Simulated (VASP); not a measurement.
# KI (I4/mmm) in VASP: a series of runs, part 2 of 2

VASP 6.6.1. Earlier steps stand in the parts before.

## 3. Single point, r2SCAN

This run uses another cell than the first one, of the same volume but with other edges.

POSCAR reads:

```
KI
1.0
    0.0000000000      3.2294053358      4.1982269365
    3.2294053358      0.0000000000      4.1982269365
    3.2294053358      3.2294053358      0.0000000000
K I
1 1
Direct
    0.0000000000      0.0000000000      0.0000000000
    0.5000000000      0.5000000000      0.5000000000
```

INCAR.step1 reads:

```
SYSTEM = KI
ALGO     = Normal         ! electronic algorithm
EDIFF    = 1E-4           ! SCF threshold, eV
ENCUT    = 520            ! plane-wave cutoff, eV
GGA      = PE             ! functional
ISMEAR   = 0              ! smearing method
LASPH    = .True.         ! aspherical terms in the spheres
LCHARG   = .False.        ! write CHGCAR
LREAL    = .False.        ! projectors in reciprocal space
LWAVE    = .True.         ! write WAVECAR
NBANDS   = 15             ! bands
NELM     = 100            ! most SCF steps
PREC     = Accurate       ! precision mode
SIGMA    = 0.05           ! smearing width, eV
```

INCAR.step2 reads:

```
SYSTEM = KI
ALGO     = Normal         ! electronic algorithm
EDIFF    = 1E-6           ! SCF threshold, eV
ENCUT    = 520            ! plane-wave cutoff, eV
ISIF     = 2              ! what is computed and relaxed
ISMEAR   = 0              ! smearing method
ISTART   = 1            
LASPH    = .True.         ! aspherical terms in the spheres
LCHARG   = .False.        ! write CHGCAR
LMIXTAU  = .True.       
LREAL    = .False.        ! projectors in reciprocal space
LWAVE    = .False.        ! write WAVECAR
METAGGA  = R2SCAN         ! meta-GGA
NBANDS   = 15             ! bands
NELM     = 100            ! most SCF steps
PREC     = Accurate       ! precision mode
SIGMA    = 0.05           ! smearing width, eV
```

KPOINTS reads:

```
k-points
0
Gamma
  6 6 6
  0 0 0
```

Potentials or basis: VASP PAW PBE potentials, release 64 (K_sv, I).

Run with:

```console
$ cat potpaw_PBE.64/K_sv/POTCAR potpaw_PBE.64/I/POTCAR > POTCAR
$ cp INCAR.step1 INCAR
$ mpirun -np 1 vasp_std > vasp.out
$ cp INCAR.step2 INCAR
$ mpirun -np 1 vasp_std > vasp.out
```

OUTCAR:

```text
SYSTEM = KI
   EDIFF = 1E-6
   ENCUT = 520
   ISIF = 2
   ISMEAR = 0
   ISTART = 1
   LASPH = .True.
   LREAL = .False.
   METAGGA = R2SCAN
   NELM = 100
   PREC = Accurate

 ion  position               nearest neighbor table
   1  0.000  0.000  0.000-   2 3.23   2 3.23   2 3.23   2 3.23
   2  0.500  0.500  0.500-   1 3.23   1 3.23   1 3.23   1 3.23

  LATTYP: Found a body centered tetragonal cell.
 ALAT       =     4.5670688243
 C/A-ratio  =     1.8384776311

  Lattice vectors:

 A1 = (  -3.2294053358,   0.0000000000,   4.1982269365)
 A2 = (   3.2294053358,   0.0000000000,   4.1982269365)
 A3 = (   0.0000000000,   3.2294053358,  -4.1982269365)

Analysis of symmetry for initial positions (statically):
=====================================================================
 Subroutine PRICEL returns:
 Original cell was already a primitive cell.

 Routine SETGRP: Setting up the symmetry group for a
 body centered tetragonal supercell.

 Subroutine GETGRP returns: Found 16 space group operations
 (whereof 16 operations were pure point group operations)
 out of a pool of 16 trial point group operations.

The static configuration has the point symmetry D_4h.

Analysis of symmetry for dynamics (positions and initial velocities):
=====================================================================
 Subroutine PRICEL returns:
 Original cell was already a primitive cell.

 Routine SETGRP: Setting up the symmetry group for a
 body centered tetragonal supercell.

 Subroutine GETGRP returns: Found 16 space group operations
 (whereof 16 operations were pure point group operations)
 out of a pool of 16 trial point group operations.

The dynamic configuration has the point symmetry D_4h.

 Subroutine INISYM returns: Found 16 space group operations
 (whereof 16 operations are pure point group operations),
 and found     1 'primitive' translations

----------------------------------------------------------------------------------------

                                     Primitive cell

  volume of cell :      87.5671

  direct lattice vectors                    reciprocal lattice vectors
     0.000000000  3.229405336  4.198226937    -0.154827266  0.154827266  0.119097897
     3.229405336  0.000000000  4.198226937     0.154827266 -0.154827266  0.119097897
     3.229405336  3.229405336  0.000000000     0.154827266  0.154827266 -0.119097897

  length of vectors
     5.296618566  5.296618566  4.567068824     0.249253433  0.249253433  0.249253433

  position of ions in fractional coordinates (direct lattice)
     0.000000000  0.000000000  0.000000000
     0.500000000  0.500000000  0.500000000

  ion indices of the primitive-cell ions
   primitive index   ion index
                 1           1
                 2           2

----------------------------------------------------------------------------------------

 KPOINTS: k-points

Automatic generation of k-mesh.
 Grid dimensions read from file:
 generate k-points for:    6    6    6

 Generating k-lattice:

  Cartesian coordinates                     Fractional coordinates (reciprocal lattice)
    -0.025804544  0.025804544  0.019849650     0.166666667  0.000000000  0.000000000
[... 40 lines left out ...]
 [... further k-points ...]
   k-points           NKPTS =     30   k-points in BZ     NKDIM =     30   number of bands    NBANDS=     15
   number of dos      NEDOS =    301   number of ions     NIONS =      2
   total plane-waves  NPLWV =  57600
   dimension x,y,z NGX =    40 NGY =   40 NGZ =   36
   dimension x,y,z NGXF=    80 NGYF=   80 NGZF=   72
   ions per type =               1   1
   NGX,Y,Z   is equivalent  to a cutoff of  12.55, 12.55, 13.10 a.u.
   NGXF,Y,Z  is equivalent  to a cutoff of  25.11, 25.11, 26.21 a.u.
 SYSTEM =  KI
   PREC   = accura    normal or accurate (medium, high low for compatibility)
   ISTART =      1    job   : 0-new  1-cont  2-samecut
   ICHARG =      0    charge: 1-file 2-atom 10-const
   ISPIN  =      1    spin polarized calculation?
   LNONCOLLINEAR =      F non collinear calculations
   LSORBIT =      F    spin-orbit coupling
   LASPH  =      T    aspherical Exc in radial PAW
   ENCUT  =  520.0 eV  38.22 Ry    6.18 a.u.   9.85  9.85  8.49*2*pi/ulx,y,z
   NELM   =    100;   NELMIN=  2; NELMDL=  0     # of ELM steps
   EDIFF  = 0.1E-05   stopping-criterion for ELM
   LREAL  =      F    real-space projection
   EDIFFG = 0.1E-04   stopping-criterion for IOM
   NSW    =      0    number of steps for IOM
   IBRION =     -1    ionic relax: 0-MD 1-quasi-New 2-CG
   NFREE  =      0    steps in history (QN), initial steepest desc. (CG)
   ISIF   =      2    stress and relaxation
   ISYM   =      2    0-nonsym 1-usesym 2-fastsym
   POTIM  = 0.5000    time-step for ionic-motion
   TEBEG  =    0.0;   TEEND  =   0.0 temperature during run
   PSTRESS=    0.0 pullay stress
   NELECT =      16.0000    total number of electrons
   NUPDOWN=      -1.0000    fix difference up-down
   EMIN   =  10.00;   EMAX   =-10.00  energy-range for DOS
   EFERMI =   0.00;   METHOD = LEGACY
   ISMEAR =     0;   SIGMA  =   0.05  broadening in eV -4-tet -1-fermi 0-gaus
   EFERMI_NEDOS =   21; number of points for ismear=-14 and -15
   IALGO  =     38    algorithm
   IMIX   =      4    mixing-type and parameters
     AMIX     =   0.40;   BMIX     =  1.00
     AMIX_MAG =   1.60;   BMIX_MAG =  1.00
  volume/ion in A,a.u.               =      43.78       295.47
  Fermi-wavevector in a.u.,A,eV,Ry     =   0.928969  1.755497 11.741598  0.862983
  Thomas-Fermi vector in A             =   2.055202
   LORBIT       =      0    0 simple, 1 ext, 2 COOP (PROOUT), +10 PAW based schemes
   METAGGA = R2SCAN    functional components
   LHFCALC =     F    Hartree Fock is set to
   AEXX    =    0.0000 exact exchange contribution
   IVDW    =     0    specifies the selected vdW correction
   LEPSILON=     F    determine dielectric tensor
   LRPA    =     F    only Hartree local field effects (RPA)
 non-spin polarized calculation
 Gauss-broadening in eV      SIGMA  =   0.05
  energy-cutoff  :      520.00
  volume of cell :       87.57
 maximum number of plane-waves:      2384
   NGX = 19   NGY = 19   NGZ = 17

 number of electron      16.0000000 magnetization

 Free energy of the ion-electron system (eV)
  ---------------------------------------------------
  ext. energy  EPLUGINS =         0.00000000
  ---------------------------------------------------
  free energy    TOTEN  =       -33.67593838 eV

  energy without entropy =      -33.67593838  energy(sigma->0) =      -33.67593838

 E-fermi :  -0.3227     XC(G=0):  -7.4524

 val. band max:       -0.6320610330   @ k =   0.0000   0.0000   0.0000
 cond. band min:       3.7464962006   @ k =   0.0000   0.0000   0.0000
 fundamental gap:      4.3785572336
 Fermi energy:        -0.3226963063

 k-point     1 :       0.0000    0.0000    0.0000
  band No.  band energies     occupation
      1     -30.2388      2.00000
      2     -13.0074      2.00000
      3     -12.9793      2.00000
      4     -12.9793      2.00000
      5     -11.6231      2.00000
      6      -0.8700      2.00000
      7      -0.6321      2.00000
      8      -0.6321      2.00000
      9       3.7465      0.00000
     10       5.4316      0.00000
     11       6.9885      0.00000
     12       6.9885      0.00000
     13       7.1155      0.00000
     14       7.6349      0.00000
[... 401 lines left out ...]
      2     -13.1223      2.00000
      3     -13.0271      2.00000
      4     -13.0096      2.00000
      5     -11.3246      2.00000
      6      -1.7087      2.00000
      7      -1.3593      2.00000
      8      -1.0937      2.00000
      9       5.0881      0.00000
     10       6.2362      0.00000
     11       7.4151      0.00000
     12       8.4542      0.00000
     13       8.8274      0.00000
     14       9.4360      0.00000
     15       9.7299      0.00000

 [... further k-points ...]

------------------------ aborting loop because EDIFF is reached ----------------------------------------

  FORCE on cell =-STRESS in cart. coord.  units (eV):
  Direction    XX          YY          ZZ          XY          YZ          ZX
  --------------------------------------------------------------------------------------
  -------------------------------------------------------------------------------------
  Total        2.5972237      2.5972237     -0.7989855      0.0000000      0.0000000      0.0000000
  in kB       47.5202727     47.5202727    -14.6186891      0.0000000      0.0000000      0.0000000
  external PRESSURE =      26.8072854 kB  Pullay stress =       0.0000000 kB

 VOLUME and BASIS-vectors are now :
 -----------------------------------------------------------------------------
  energy-cutoff  :      520.00
  volume of cell :       87.57
      direct lattice vectors                 reciprocal lattice vectors
     0.000000000  3.229405336  4.198226937    -0.154827266  0.154827266  0.119097897
     3.229405336  0.000000000  4.198226937     0.154827266 -0.154827266  0.119097897
     3.229405336  3.229405336  0.000000000     0.154827266  0.154827266 -0.119097897

 POSITION                                       TOTAL-FORCE (eV/Angst)
 -----------------------------------------------------------------------------------
      0.00000      0.00000      0.00000        -0.000000      0.000000      0.000000
      3.22941      3.22941      4.19823         0.000000     -0.000000     -0.000000
 -----------------------------------------------------------------------------------
    total drift:                                0.000000     -0.000000     -0.000000

  FREE ENERGIE OF THE ION-ELECTRON SYSTEM (eV)
  ---------------------------------------------------
  free  energy   TOTEN  =       -33.6759383805 eV

  energy  without entropy=      -33.6759383805  energy(sigma->0) =      -33.67593838
```

Run time: 82 s. Hardware: 1 thread of Intel Xeon 6975P-C (Granite Rapids), shared host; peak memory 0.25 GiB.

Results:

```
Free energy            : -33.6759 eV
Pressure               : 2.7 GPa
Band gap on the k mesh : 4.38 eV
```

Stress tensor (GPa, compression positive):
```
 4.75  0.00  0.00
 0.00  4.75  0.00
 0.00  0.00 -1.46
```

Caveat: the PAW data sets were made with another functional, which shifts forces and pressure a little; spin-orbit coupling is left out, which moves the levels of the heavy elements.

## 4. Single point, r2SCAN

This run uses another cell than the first one, of the same volume but with other edges.

POSCAR reads:

```
KI
1.0
    0.0000000000      3.1401751524      4.4402076655
    3.1401751524      0.0000000000      4.4402076655
    3.1401751524      3.1401751524      0.0000000000
K I
1 1
Direct
    0.0000000000      0.0000000000      0.0000000000
    0.5000000000      0.5000000000      0.5000000000
```

INCAR.step1 reads:

```
PREC = Accurate
ENCUT = 520
ISMEAR = 0
SIGMA = 0.05
LREAL = F
LASPH = T
NELM = 100
NBANDS = 15
GGA = PE
ALGO = Normal
EDIFF = 1E-4
LWAVE = T
LCHARG = F
```

INCAR.step2 reads:

```
PREC = Accurate
ENCUT = 520
EDIFF = 1E-6
ISMEAR = 0
SIGMA = 0.05
LREAL = F
LASPH = T
NELM = 100
ALGO = Normal
ISIF = 2
LWAVE = F
LCHARG = F
METAGGA = R2SCAN
LMIXTAU = T
NBANDS = 15
ISTART = 1
```

KPOINTS reads:

```
regular mesh
0
Gamma
  6 6 6
```

Run with:

```console
$ cat potpaw_PBE.64/K_sv/POTCAR potpaw_PBE.64/I/POTCAR > POTCAR
$ cp INCAR.step1 INCAR
$ mpirun -np 1 vasp_std > vasp.out
$ cp INCAR.step2 INCAR
$ mpirun -np 1 vasp_std > vasp.out
```

Run time: 74 s. Hardware: 1 thread of Intel Xeon 6975P-C (Granite Rapids), shared host; peak memory 0.25 GiB.

The run converged. Its results:

* Free energy: -33.4518 eV
* Pressure: 4.4 GPa
* Band gap on the k mesh: 4.22 eV

Stress tensor (GPa, compression positive):
```
 7.20  0.00  0.00
 0.00  7.20  0.00
 0.00  0.00 -1.28
```

Levels at points of the mesh, in eV from the valence-band top:
```tsv
k point	band 6	band 7	band 8	band 9	band 10	band 11
(0.00, 0.00, 0.00)	-0.42	0.00	0.00	4.22	5.76	7.80
(0.50, 0.00, 0.00)	-1.71	-0.71	-0.50	5.76	7.62	8.33
(0.50, 0.50, 0.00)	-1.27	-0.10	-0.10	5.30	7.06	7.96
(0.50, 0.00, 0.50)	-1.04	-0.82	-0.45	5.32	6.72	7.94
```

Caveat: the cell stands under pressure; the PAW data sets were made with another functional, which shifts forces and pressure a little; spin-orbit coupling is left out, which moves the levels of the heavy elements.

## 5. Single point, r2SCAN

This run uses another cell than the first one, of the same volume but with other edges.

POSCAR reads:

```
KI
1.0
    0.0000000000      3.8288834055      2.9865290563
    3.8288834055      0.0000000000      2.9865290563
    3.8288834055      3.8288834055      0.0000000000
K I
1 1
Direct
    0.0000000000      0.0000000000      0.0000000000
    0.5000000000      0.5000000000      0.5000000000
```

INCAR.step1 reads:

```
  ALGO = Normal
  EDIFF = 1E-4
  ENCUT = 520
  GGA = PE
  ISMEAR = 0
  LASPH = T
  LCHARG = F
  LREAL = F
  LWAVE = T
  NBANDS = 15
  NELM = 100
  PREC = Accurate
  SIGMA = 0.05
```

INCAR.step2 reads:

```
  ALGO = Normal
  EDIFF = 1E-7
  ENCUT = 520
  ISIF = 2
  ISMEAR = 0
  ISTART = 1
  LASPH = T
  LCHARG = F
  LMIXTAU = T
  LREAL = F
  LWAVE = F
  METAGGA = R2SCAN
  NBANDS = 15
  NELM = 100
  PREC = Accurate
  SIGMA = 0.05
```

KPOINTS reads:

```
k-points
0
Gamma
  6 6 6
```

Potentials or basis: VASP PAW PBE potentials, release 64 (K_sv, I).

Run with:

```console
$ cat potpaw_PBE.64/K_sv/POTCAR potpaw_PBE.64/I/POTCAR > POTCAR
$ cp INCAR.step1 INCAR
$ mpirun -np 1 vasp_std > vasp.out
$ cp INCAR.step2 INCAR
$ mpirun -np 1 vasp_std > vasp.out
```

OUTCAR:

```text
EDIFF = 1E-7
   ENCUT = 520
   ISIF = 2
   ISMEAR = 0
   ISTART = 1
   LASPH = T
   LREAL = F
   METAGGA = R2SCAN
   NELM = 100
   PREC = Accurate

 ion  position               nearest neighbor table
   1  0.000  0.000  0.000-   2 2.99   2 2.99
   2  0.500  0.500  0.500-   1 2.99   1 2.99

  LATTYP: Found a body centered tetragonal cell.
 ALAT       =     5.4148588408
 C/A-ratio  =     1.1030865787

  Lattice vectors:

[... 616 lines left out ...]

 [... further k-points ...]

------------------------ aborting loop because EDIFF is reached ----------------------------------------

  FORCE on cell =-STRESS in cart. coord.  units (eV):
  Direction    XX          YY          ZZ          XY          YZ          ZX
  --------------------------------------------------------------------------------------
  -------------------------------------------------------------------------------------
  Total       -0.6352521     -0.6352521      6.9807915      0.0000000      0.0000000      0.0000000
  in kB      -11.6229320    -11.6229320    127.7245047      0.0000000      0.0000000      0.0000000
  external PRESSURE =      34.8262136 kB  Pullay stress =       0.0000000 kB

 VOLUME and BASIS-vectors are now :
 -----------------------------------------------------------------------------
  energy-cutoff  :      520.00
  volume of cell :       87.57
      direct lattice vectors                 reciprocal lattice vectors
     0.000000000  3.828883406  2.986529056    -0.130586374  0.130586374  0.167418428
     3.828883406  0.000000000  2.986529056     0.130586374 -0.130586374  0.167418428
     3.828883406  3.828883406  0.000000000     0.130586374  0.130586374 -0.167418428

 POSITION                                       TOTAL-FORCE (eV/Angst)
 -----------------------------------------------------------------------------------
      0.00000      0.00000      0.00000         0.000000      0.000000     -0.000000
      3.82888      3.82888      2.98653        -0.000000     -0.000000      0.000000
 -----------------------------------------------------------------------------------
    total drift:                                0.000000      0.000000      0.000000

  FREE ENERGIE OF THE ION-ELECTRON SYSTEM (eV)
  ---------------------------------------------------
  free  energy   TOTEN  =       -33.4741069244 eV

  energy  without entropy=      -33.4741069244  energy(sigma->0) =      -33.47410692
```

OUTCAR.step1:

```text
EDIFF = 1E-4
   ENCUT = 520
   GGA = PE
   ISMEAR = 0
   LASPH = T
[... 653 lines left out ...]
 -----------------------------------------------------------------------------------
      0.00000      0.00000      0.00000        -0.000000      0.000000     -0.000000
      3.82888      3.82888      2.98653         0.000000     -0.000000      0.000000
 -----------------------------------------------------------------------------------
    total drift:                                0.000000      0.000000      0.000000

  FREE ENERGIE OF THE ION-ELECTRON SYSTEM (eV)
  ---------------------------------------------------
  free  energy   TOTEN  =        -5.0804740049 eV

  energy  without entropy=       -5.0804740049  energy(sigma->0) =       -5.08047400
```

Wall time 75 s (1 thread of Intel Xeon 6975P-C (Granite Rapids), shared host); peak memory 0.24 GiB.

What came out:

```yaml
Free_energy: -33.4741 eV
Pressure: 3.5 GPa
Band_gap_on_the_k_mesh: 4.18 eV
```

Caveat: the cell stands under pressure; the PAW data sets were made with another functional, which shifts forces and pressure a little; spin-orbit coupling is left out, which moves the levels of the heavy elements.

## 6. The runs side by side

```csv
cell,gap on the mesh (eV),pressure (GPa)
"a = 4.883, b = 4.883, c = 5.262 Å, angles 57.4, 57.4, 65.2°, 2 atoms",4.45,1.5
"a = 5.297, b = 5.297, c = 4.567 Å, angles 64.5, 64.5, 51.1°, 2 atoms",4.38,2.7
"a = 5.438, b = 5.438, c = 4.441 Å, angles 65.9, 65.9, 48.2°, 2 atoms",4.22,4.4
"a = 4.856, b = 4.856, c = 5.415 Å, angles 56.1, 56.1, 67.8°, 2 atoms",4.18,3.5
```

Alike in all rows: task single point; level r2SCAN; potentials or basis VASP PAW PBE potentials, release 64 (K_sv, I); no spin polarisation; k mesh 6 × 6 × 6; cutoff (eV) 520; smearing gaussian 0.05 eV.

Caveats: the PAW data sets were made with another functional, which shifts forces and pressure a little; spin-orbit coupling is left out, which moves the levels of the heavy elements; the cell stands under pressure (at least some runs).

Total energies depend on the potentials used, so only differences within one code and one set of settings carry meaning.
